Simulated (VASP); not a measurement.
# C (P6_3/mmc) in VASP: notebook, part 2 of 2

VASP 6.6.1. Earlier steps stand in the parts before.

## (6) Relaxation of cell and atoms, PBE, target pressure 10 GPa, at which the enthalpy is minimised

This run uses another cell than the first one, of 6.74 Å³/atom, 1.112 times its volume.

The input, INCAR:

```
ALGO = Normal
EDIFF = 1E-7
EDIFFG = -0.02
ENCUT = 910
GGA = PE
GGA_COMPAT = F
IBRION = 2
ISIF = 3
ISMEAR = -1
LASPH = T
LCHARG = F
LREAL = F
LWAVE = F
NELM = 120
NELMIN = 4
NSW = 80
PREC = Accurate
PSTRESS = 100.0
SIGMA = 0.1
```

The input, KPOINTS:

```
k-points
0
Gamma
  12 12 7
```

The input, POSCAR:

```
C
1.0
    2.1200000000      0.0000000000      0.0000000000
   -1.0600000000      1.8359738560      0.0000000000
    0.0000000000      0.0000000000      3.4619600000
C
2
Direct
    0.3333333333      0.6666666667      0.2500000000
    0.6666666667      0.3333333333      0.7500000000
```

Potentials or basis: VASP PAW PBE potentials, release 64 (C_h).

Started as:

```sh
cat potpaw_PBE.64/C_h/POTCAR > POTCAR
mpirun -np 1 vasp_std > vasp.out
```

OUTCAR:

```text
EDIFF = 1E-7
   EDIFFG = -0.02
   ENCUT = 910
   GGA = PE
   IBRION = 2
   ISIF = 3
   ISMEAR = -1
   LASPH = T
   LREAL = F
   NELM = 120
   NELMIN = 4
   NSW = 80
   PREC = Accurate
   PSTRESS = 100.0

 ion  position               nearest neighbor table
   1  0.333  0.667  0.250-
   2  0.667  0.333  0.750-

  LATTYP: Found a hexagonal cell.
 ALAT       =     2.1200000000
 C/A-ratio  =     1.6330000000

  Lattice vectors:

 A1 = (   2.1200000000,   0.0000000000,   0.0000000000)
 A2 = (  -1.0600000000,   1.8359738560,   0.0000000000)
 A3 = (   0.0000000000,   0.0000000000,   3.4619600000)

Analysis of symmetry for initial positions (statically):
=====================================================================
 Subroutine PRICEL returns:
 Original cell was already a primitive cell.

 Routine SETGRP: Setting up the symmetry group for a
 hexagonal supercell.

 Subroutine GETGRP returns: Found 24 space group operations
 (whereof 12 operations were pure point group operations)
 out of a pool of 24 trial point group operations.

The static configuration has the point symmetry D_3d.
 The point group associated with its full space group is D_6h.

[... 165 lines left out ...]

  FORCE on cell =-STRESS in cart. coord.  units (eV):
  Direction    XX          YY          ZZ          XY          YZ          ZX
  --------------------------------------------------------------------------------------
  -------------------------------------------------------------------------------------
  Total        0.7149808      0.7149808     -0.4713885      0.0000000      0.0000000      0.0000000
  in kB       85.0120654     85.0120654    -56.0486517      0.0000000      0.0000000      0.0000000
  external PRESSURE =     -62.0081736 kB  Pullay stress =     100.0000000 kB
[... 215 lines left out ...]
--------------------------------------- Ionic step        7  -------------------------------------------

 number of electron       8.0000000 magnetization

 E-fermi :   9.9835     XC(G=0): -13.2951

 val. band max:        9.8675936288   @ k =   0.3333   0.2500   0.2857
 cond. band min:      10.0577658495   @ k =   0.2500   0.0833   0.4286
 fundamental gap:      0.1901722207
 Fermi energy:         9.9834662777

 k-point     1 :       0.0000    0.0000    0.0000
  band No.  band energies     occupation
      1     -10.0904      2.00000
      2       0.8237      2.00000
      3       1.8125      2.00000
      4      15.7954      0.00000
      5      15.7954      0.00000
      6      18.2098      0.00000
      7      18.2098      0.00000
      8      19.8436      0.00000
[... 328 lines left out ...]
--------------------------------------- Ionic step        9  -------------------------------------------

 number of electron       8.0000000 magnetization

 Free energy of the ion-electron system (eV)
  ---------------------------------------------------
  ext. energy  EPLUGINS =         0.00000000
  ---------------------------------------------------
  free energy    TOTEN  =        -9.49145044 eV

  energy without entropy =       -9.47238786  energy(sigma->0) =       -9.48191915

 E-fermi :  10.1155     XC(G=0): -13.3381

 val. band max:       10.0404554965   @ k =   0.4167   0.1667   0.0000
 cond. band min:      10.1219833073   @ k =   0.1667   0.1667   0.0000
 fundamental gap:      0.0815278108
 Fermi energy:        10.1154865879

 k-point     1 :       0.0000    0.0000    0.0000
  band No.  band energies     occupation
      1     -10.0804      2.00000
      2       0.9147      2.00000
      3       2.0697      2.00000
      4      15.8829      0.00000
      5      15.8829      0.00000
      6      18.3680      0.00000
      7      18.3680      0.00000
      8      20.1362      0.00000
[... 286 lines left out ...]
  energy  without entropy=       -9.4723878640  energy(sigma->0) =       -9.48191915

  enthalpy is  TOTEN    =        -8.6737940909 eV   P V=        0.8176563539

 reached required accuracy - stopping structural energy minimisation
```

OSZICAR:

```text
N       E                     dE             d eps       ncg     rms          rms(c)
DAV:   1     0.136243220706E+02    0.13624E+02   -0.63350E+03  1216   0.147E+03
DAV:   2    -0.928134328370E+01   -0.22906E+02   -0.22045E+02  2240   0.131E+02
DAV:   3    -0.947661327594E+01   -0.19527E+00   -0.19444E+00  1232   0.174E+01
[... 64 lines left out ...]
DAV:   2    -0.949169911877E+01    0.38428E-03   -0.14038E-03  1232   0.449E-01    0.118E-01
DAV:   3    -0.949144932953E+01    0.24979E-03   -0.34417E-04  1216   0.153E-01    0.766E-03
DAV:   4    -0.949145013987E+01   -0.81035E-06   -0.43954E-06  1288   0.268E-02    0.580E-03
DAV:   5    -0.949145045110E+01   -0.31122E-06   -0.65275E-07  1232   0.872E-03    0.576E-04
DAV:   6    -0.949145044476E+01    0.63372E-08   -0.27320E-09   608   0.716E-04
   9 F= -.86737941E+01 E0= -.86642628E+01  d E =-.791478E-03
```

Run time: 56 s. Hardware: 1 thread of AMD EPYC 7R13 (Zen 3), shared host; peak memory 0.12 GiB.

What came out:

```yaml
Free_energy: -9.4915 eV
Relaxed_volume: 6.55 Å³/atom
Relaxed_cell: a = 2.155 Å, b = 2.155 Å, c = 3.257 Å, α = 90.00°, β = 90.00°, γ = 120.00°
Space_group_after_relaxing_to_0.05_Å: P6_3/mmc (No. 194)
Energy_change_on_relaxing_the_enthalpy_is_what_falls: -6.6 meV/atom
Ionic_steps: 9
Pressure_after_relaxing: 10.1 GPa
Band_gap_on_the_k_mesh: zero (band 4 reaches 16.35 eV, above the bottom of band 5 at 5.06 eV)
```

Stress tensor (GPa, compression positive):
```
10.29  0.00  0.00
 0.00 10.29  0.00
 0.00  0.00  9.83
```

Step by step:
```
step  energy change (eV)  largest force (eV/Å)  pressure (GPa)  volume (Å³)
   1              0.0000                0.0000            3.80        13.47
   2              0.0041                0.0000           10.87        12.97
   3              0.0079                0.0000           12.12        12.90
   4              0.0091                0.0000           12.50        12.88
   5             -0.0037                0.0000           10.78        13.01
   6             -0.0231                0.0000            7.64        13.28
   7             -0.0195                0.0000            8.31        13.22
   8             -0.0174                0.0000            8.70        13.18
   9             -0.0132                0.0000           10.14        13.10
```

Final structure:
```cif
data_structure
_symmetry_space_group_name_H-M 'P 1'
_symmetry_Int_Tables_number 1
_cell_length_a 2.1550
_cell_length_b 2.1550
_cell_length_c 3.2574
_cell_angle_alpha 90.000
_cell_angle_beta 90.000
_cell_angle_gamma 120.000
_cell_volume 13.10
loop_
_atom_site_label
_atom_site_type_symbol
_atom_site_fract_x
_atom_site_fract_y
_atom_site_fract_z
_atom_site_occupancy
C1 C 0.33333 0.66667 0.25000 1
C2 C 0.66667 0.33333 0.75000 1
```

Caveat: the cutoff is under 1.25 times the usual one of these potentials, so pressure, stress and relaxed cells hold a basis-set (Pulay) error; the cell is relaxed towards a set pressure, so the enthalpy falls and the energy may rise.

## (7) Summary

```tsv
task	potentials or basis	cell	cutoff (eV)	second run	gap on the mesh (eV)	pressure (GPa)
single point	VASP PAW PBE potentials, release 64 (C)	a = 2.475, b = 2.475, c = 2.284 Å, angles 90.0, 90.0, 120.0°, 2 atoms	520	-	none	0.3
single point	VASP PAW PBE potentials, release 64 (C)	a = 2.457, b = 2.457, c = 2.275 Å, angles 90.0, 90.0, 120.0°, 2 atoms	520	-	none	5.3
single point	VASP PAW PBE potentials, release 64 (C)	a = 2.442, b = 2.442, c = 2.266 Å, angles 90.0, 90.0, 120.0°, 2 atoms	520	-	none	10.3
single point	VASP PAW PBE potentials, release 64 (C)	a = 2.112, b = 2.112, c = 3.230 Å, angles 90.0, 90.0, 120.0°, 2 atoms	520	-	none	20.2
relaxation of cell and atoms	VASP PAW PBE potentials, release 64 (C_h)	relaxed to 10 GPa from a = 2.120, b = 2.120, c = 3.462 Å, angles 90.0, 90.0, 120.0°, 2 atoms	910	hard_potentials	none	10.1
```

Alike in all rows: level PBE; no spin polarisation; k mesh 12 × 12 × 7; smearing fermi-dirac 0.1 eV.

Caveats: some runs use coarse meshes; the cutoff is under 1.25 times the usual one of these potentials, so pressure, stress and relaxed cells hold a basis-set (Pulay) error (some runs); the cell is relaxed towards a set pressure, so the enthalpy falls and the energy may rise (some runs).

Total energies depend on the potentials used, so only differences within one code and one set of settings carry meaning.
